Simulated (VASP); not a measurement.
# Al (Im-3m) in VASP: settings compared

The runs below take Al through single point, relaxation of cell and atoms, with PBE0, PBEsol.

Program: VASP 6.6.1. These are calculated values, not measurements. Logs are shortened: lines on timing, memory, paths and dates and some standing lists are left out, and cuts for length are marked.

### 1 The cell of the first run

It takes space group Im-3m (No. 229, cubic). The conventional cell has a = 3.182 Å, b = 3.182 Å, c = 3.182 Å, α = 90.00°, β = 90.00°, γ = 90.00°. Al (site symmetry m-3m) has 14 Al at 2.76 to 3.18 Å within 3.6 Å.

### 2 Single point, PBE0

File POSCAR:

```
Al
1.0
   -1.5912186900      1.5912186900      1.5912186900
    1.5912186900     -1.5912186900      1.5912186900
    1.5912186900      1.5912186900     -1.5912186900
Al
1
Direct
    0.0000000000      0.0000000000      0.0000000000
```

File INCAR.step1:

```
SYSTEM = Al
PREC     = Accurate       ! precision mode
ENCUT    = 520            ! plane-wave cutoff, eV
EDIFF    = 1E-5           ! SCF threshold, eV
ISMEAR   = -1             ! smearing method
SIGMA    = 0.05           ! smearing width, eV
LREAL    = .FALSE.        ! projectors in reciprocal space
LASPH    = .TRUE.         ! aspherical terms in the spheres
NELM     = 60             ! most SCF steps
ALGO     = Normal         ! electronic algorithm
ISIF     = 2              ! what is computed and relaxed
LWAVE    = .TRUE.         ! write WAVECAR
LCHARG   = .FALSE.        ! write CHGCAR
GGA      = PE             ! functional
NBANDS   = 8              ! bands
```

File INCAR.step2:

```
SYSTEM = Al
PREC     = Accurate       ! precision mode
ENCUT    = 520            ! plane-wave cutoff, eV
EDIFF    = 1E-6           ! SCF threshold, eV
ISMEAR   = -1             ! smearing method
SIGMA    = 0.05           ! smearing width, eV
LREAL    = .FALSE.        ! projectors in reciprocal space
LASPH    = .TRUE.         ! aspherical terms in the spheres
NELM     = 60             ! most SCF steps
ALGO     = Normal         ! electronic algorithm
ISIF     = 2              ! what is computed and relaxed
LWAVE    = .FALSE.        ! write WAVECAR
LCHARG   = .FALSE.        ! write CHGCAR
GGA      = PE             ! functional
LHFCALC  = .TRUE.         ! exact exchange
AEXX     = 0.25           ! exact-exchange fraction
PRECFOCK = Normal       
ISTART   = 1            
NBANDS   = 8              ! bands
```

File KPOINTS:

```
Automatic mesh
0
G
  8 8 8
  0 0 0
```

Potentials or basis: VASP PAW PBE potentials, release 64 (Al).

Command:

```console
> cat potpaw_PBE.64/Al/POTCAR > POTCAR
> cp INCAR.step1 INCAR
> mpirun -np 1 vasp_std > vasp.out
> cp INCAR.step2 INCAR
> mpirun -np 1 vasp_std > vasp.out
```

OUTCAR:

```text
SYSTEM = Al
   PREC = Accurate
   ENCUT = 520
   EDIFF = 1E-6
   ISMEAR = -1
   LREAL = .FALSE.
   LASPH = .TRUE.
   NELM = 60
   ISIF = 2
   GGA = PE
   LHFCALC = .TRUE.
   AEXX = 0.25
   PRECFOCK = Normal
   ISTART = 1

 ion  position               nearest neighbor table
   1  0.000  0.000  0.000-

  LATTYP: Found a body centered cubic cell.
 ALAT       =     3.1824373800

  Lattice vectors:

 A1 = (  -1.5912186900,   1.5912186900,   1.5912186900)
 A2 = (   1.5912186900,  -1.5912186900,   1.5912186900)
 A3 = (   1.5912186900,   1.5912186900,  -1.5912186900)

Analysis of symmetry for initial positions (statically):
=====================================================================
 Subroutine PRICEL returns:
 Original cell was already a primitive cell.

 Routine SETGRP: Setting up the symmetry group for a
 body centered cubic supercell.

 Subroutine GETGRP returns: Found 48 space group operations
[... 9 lines left out ...]

 Routine SETGRP: Setting up the symmetry group for a
 body centered cubic supercell.

 Subroutine GETGRP returns: Found 48 space group operations
[... 11 lines left out ...]
                                     Primitive cell

  volume of cell :      16.1157

  direct lattice vectors                    reciprocal lattice vectors
    -1.591218690  1.591218690  1.591218690     0.000000000  0.314224565  0.314224565
     1.591218690 -1.591218690  1.591218690     0.314224565  0.000000000  0.314224565
     1.591218690  1.591218690 -1.591218690     0.314224565  0.314224565  0.000000000

  length of vectors
     2.756071617  2.756071617  2.756071617     0.444380641  0.444380641  0.444380641

  position of ions in fractional coordinates (direct lattice)
     0.000000000  0.000000000  0.000000000

  ion indices of the primitive-cell ions
   primitive index   ion index
                 1           1

----------------------------------------------------------------------------------------

 KPOINTS: Automatic mesh

Automatic generation of k-mesh.
 Grid dimensions read from file:
 generate k-points for:    8    8    8

 Generating k-lattice:

  Cartesian coordinates                     Fractional coordinates (reciprocal lattice)
     0.000000000  0.039278071  0.039278071     0.125000000  0.000000000  0.000000000
     0.039278071  0.000000000  0.039278071     0.000000000  0.125000000  0.000000000
     0.039278071  0.039278071  0.000000000     0.000000000  0.000000000  0.125000000

  Length of vectors
[... 57 lines left out ...]
   EDIFFG = 0.1E-04   stopping-criterion for IOM
   NSW    =      0    number of steps for IOM
   IBRION =     -1    ionic relax: 0-MD 1-quasi-New 2-CG
   NFREE  =      0    steps in history (QN), initial steepest desc. (CG)
   ISIF   =      2    stress and relaxation
   ISYM   =      3    0-nonsym 1-usesym 2-fastsym
   POTIM  = 0.5000    time-step for ionic-motion
   TEBEG  =    0.0;   TEEND  =   0.0 temperature during run
   PSTRESS=    0.0 pullay stress
   NELECT =       3.0000    total number of electrons
   NUPDOWN=      -1.0000    fix difference up-down
   EMIN   =  10.00;   EMAX   =-10.00  energy-range for DOS
   EFERMI =   0.00;   METHOD = LEGACY
   ISMEAR =    -1;   SIGMA  =   0.05  broadening in eV -4-tet -1-fermi 0-gaus
   EFERMI_NEDOS =   21; number of points for ismear=-14 and -15
   IALGO  =     38    algorithm
   IMIX   =      1    mixing-type and parameters
     AMIX     =   0.40;   BMIX     =  1.00
     AMIX_MAG =   1.60;   BMIX_MAG =  1.00
  volume/ion in A,a.u.               =      16.12       108.75
  Fermi-wavevector in a.u.,A,eV,Ry     =   0.934757  1.766435 11.888371  0.873771
  Thomas-Fermi vector in A             =   2.061595
   LORBIT       =      0    0 simple, 1 ext, 2 COOP (PROOUT), +10 PAW based schemes
   GGA     = PE    functional components
   LHFCALC =     T    Hartree Fock is set to
   PRECFOCK=normal    Normal, Fast or Accurate (Low or Medium for compatibility)
   ENCUT4O =  -1.0   cutoff for four orbital integrals eV
   NKREDX  =     1    reduce k-point grid by
   NKREDY  =     1    reduce k-point grid by
   NKREDZ  =     1    reduce k-point grid by
   AEXX    =    0.2500 exact exchange contribution
   HFSCREEN=    0.0000 screening length (either q_TF or 0.3 A-1)
   HFSCREENC=   0.0000 screening length for correlation (either q_TF or 0.3 A-1)
   ENCUTFOCK=  -1.0 apply spherical cutoff to Coloumb kernel
   IVDW    =     0    specifies the selected vdW correction
   LEPSILON=     F    determine dielectric tensor
   LRPA    =     F    only Hartree local field effects (RPA)
 non-spin polarized calculation
  energy-cutoff  :      520.00
  volume of cell :       16.12
 maximum number of plane-waves:       466
  NGX = 16; NGY = 16; NGZ = 16

 number of electron       3.0000000 magnetization

 Free energy of the ion-electron system (eV)
  ---------------------------------------------------
  ext. energy  EPLUGINS =         0.00000000
  ---------------------------------------------------
  free energy    TOTEN  =        -4.23951903 eV

  energy without entropy =       -4.23756356  energy(sigma->0) =       -4.23854130

 E-fermi :   8.5419     XC(G=0):  -8.0910

 val. band max:        8.1696686767   @ k =   0.2500   0.2500   0.1250
 cond. band min:       8.6433042378   @ k =  -0.3750   0.3750   0.1250
 fundamental gap:      0.4736355611
 Fermi energy:         8.5419145794

 k-point     1 :       0.0000    0.0000    0.0000
  band No.  band energies     occupation
      1      -5.0839      2.00000
      2      23.2148      0.00000
      3      23.2148      0.00000
      4      23.2148      0.00000
      5      24.8905      0.00000
      6      24.8905      0.00000
      7      24.8905      0.00000
      8      26.2648      0.00000
[... 243 lines left out ...]
 k-point    24 :      -0.3750    0.3750    0.2500
  band No.  band energies     occupation
      1       1.5274      2.00000
      2      10.1327      0.00000
      3      13.0563      0.00000
      4      15.2608      0.00000
      5      18.1883      0.00000
      6      24.4889      0.00000
      7      26.6280      0.00000
      8      29.7551      0.00000

 [... further k-points ...]
[... 5 lines left out ...]
  --------------------------------------------------------------------------------------
  -------------------------------------------------------------------------------------
  Total        0.3671971      0.3671971      0.3671971      0.0000000     -0.0000000      0.0000000
  in kB       36.5056653     36.5056653     36.5056653      0.0000000     -0.0000000      0.0000000
  external PRESSURE =      36.5056653 kB  Pullay stress =       0.0000000 kB

 VOLUME and BASIS-vectors are now :
 -----------------------------------------------------------------------------
  energy-cutoff  :      520.00
  volume of cell :       16.12
      direct lattice vectors                 reciprocal lattice vectors
    -1.591218690  1.591218690  1.591218690     0.000000000  0.314224565  0.314224565
     1.591218690 -1.591218690  1.591218690     0.314224565  0.000000000  0.314224565
     1.591218690  1.591218690 -1.591218690     0.314224565  0.314224565  0.000000000

 POSITION                                       TOTAL-FORCE (eV/Angst)
 -----------------------------------------------------------------------------------
      0.00000      0.00000      0.00000         0.000000      0.000000      0.000000
 -----------------------------------------------------------------------------------
    total drift:                               -0.000000     -0.000000      0.000000

  FREE ENERGIE OF THE ION-ELECTRON SYSTEM (eV)
  ---------------------------------------------------
  free  energy   TOTEN  =        -4.2395190315 eV

  energy  without entropy=       -4.2375635601  energy(sigma->0) =       -4.23854130
```

OSZICAR.step1:

```text
N       E                     dE             d eps       ncg     rms          rms(c)
DAV:   1    -0.258447512754E+01   -0.25845E+01   -0.81465E+02   464   0.199E+02
DAV:   2    -0.362432080386E+01   -0.10398E+01   -0.10190E+01   664   0.168E+01
DAV:   3    -0.362955025933E+01   -0.52295E-02   -0.52235E-02   576   0.130E+00
DAV:   4    -0.362956239150E+01   -0.12132E-04   -0.12132E-04   680   0.531E-02
DAV:   5    -0.362956245097E+01   -0.59469E-07   -0.59152E-07   608   0.304E-03    0.129E+00
DAV:   6    -0.361484204400E+01    0.14720E-01   -0.18662E-03   488   0.196E-01    0.742E-01
DAV:   7    -0.360463663670E+01    0.10205E-01   -0.55292E-03   488   0.316E-01    0.142E-01
DAV:   8    -0.360463040716E+01    0.62295E-05   -0.21486E-05   544   0.322E-02
   1 F= -.36046304E+01 E0= -.36005463E+01  d E =-.816820E-02
```

Run time: 2.4 min. Hardware: 1 thread of Intel Xeon Platinum 8559C (Emerald Rapids), shared host; peak memory 0.14 GiB.

Results:

| Item | Value |
| --- | --- |
| Free energy | -4.2395 eV |
| Pressure | 3.7 GPa |

Caveat: the PAW data sets were made with another functional, which shifts forces and pressure a little.

### 3 Single point, PBE0

This run uses another cell than the first one, of 16.44 Å³/atom, 1.020 times its volume.

File POSCAR:

```
Al
1.0
   -1.6017568692      1.6017568692      1.6017568692
    1.6017568692     -1.6017568692      1.6017568692
    1.6017568692      1.6017568692     -1.6017568692
Al
1
Direct
    0.0000000000      0.0000000000      0.0000000000
```

File INCAR.step1:

```
SYSTEM = Al
PREC     = Accurate       ! precision mode
ENCUT    = 520            ! plane-wave cutoff, eV
EDIFF    = 1E-5           ! SCF threshold, eV
ISMEAR   = -1             ! smearing method
SIGMA    = 0.05           ! smearing width, eV
LREAL    = .False.        ! projectors in reciprocal space
LASPH    = .True.         ! aspherical terms in the spheres
NELM     = 80             ! most SCF steps
ALGO     = Normal         ! electronic algorithm
ISIF     = 2              ! what is computed and relaxed
LWAVE    = .True.         ! write WAVECAR
LCHARG   = .False.        ! write CHGCAR
GGA      = PE             ! functional
NBANDS   = 8              ! bands
```

File INCAR.step2:

```
SYSTEM = Al
PREC     = Accurate       ! precision mode
ENCUT    = 520            ! plane-wave cutoff, eV
EDIFF    = 1E-7           ! SCF threshold, eV
ISMEAR   = -1             ! smearing method
SIGMA    = 0.05           ! smearing width, eV
LREAL    = .False.        ! projectors in reciprocal space
LASPH    = .True.         ! aspherical terms in the spheres
NELM     = 80             ! most SCF steps
ALGO     = Normal         ! electronic algorithm
ISIF     = 2              ! what is computed and relaxed
LWAVE    = .False.        ! write WAVECAR
LCHARG   = .False.        ! write CHGCAR
GGA      = PE             ! functional
LHFCALC  = .True.         ! exact exchange
AEXX     = 0.25           ! exact-exchange fraction
PRECFOCK = Normal       
ISTART   = 1            
NBANDS   = 8              ! bands
```

File KPOINTS:

```
Automatic mesh
0
Gamma
  8 8 8
  0 0 0
```

Potentials or basis: VASP PAW PBE potentials, release 64 (Al).

Command:

```console
> cat potpaw_PBE.64/Al/POTCAR > POTCAR
> cp INCAR.step1 INCAR
> mpirun -np 1 vasp_std > vasp.out
> cp INCAR.step2 INCAR
> mpirun -np 1 vasp_std > vasp.out
```

Run time: 2.4 min. Hardware: 1 thread of Intel Xeon Platinum 8559C (Emerald Rapids), shared host; peak memory 0.15 GiB.

It converged, with:

* Free energy: -4.2451 eV
* Pressure: 1.9 GPa

Levels at points of the mesh, in eV from the Fermi level:
| k point | band 1 | band 2 | band 3 | band 4 |
| --- | --- | --- | --- | --- |
| (0.00, 0.00, 0.00) | -13.47 | 14.55 | 14.55 | 14.55 |
| (0.50, 0.00, 0.00) | -5.69 | -5.10 | 9.16 | 9.23 |
| (0.50, 0.50, 0.50) | 3.64 | 3.64 | 3.64 | 4.70 |

Caveat: the PAW data sets were made with another functional, which shifts forces and pressure a little.

[end of part 1 of 2]
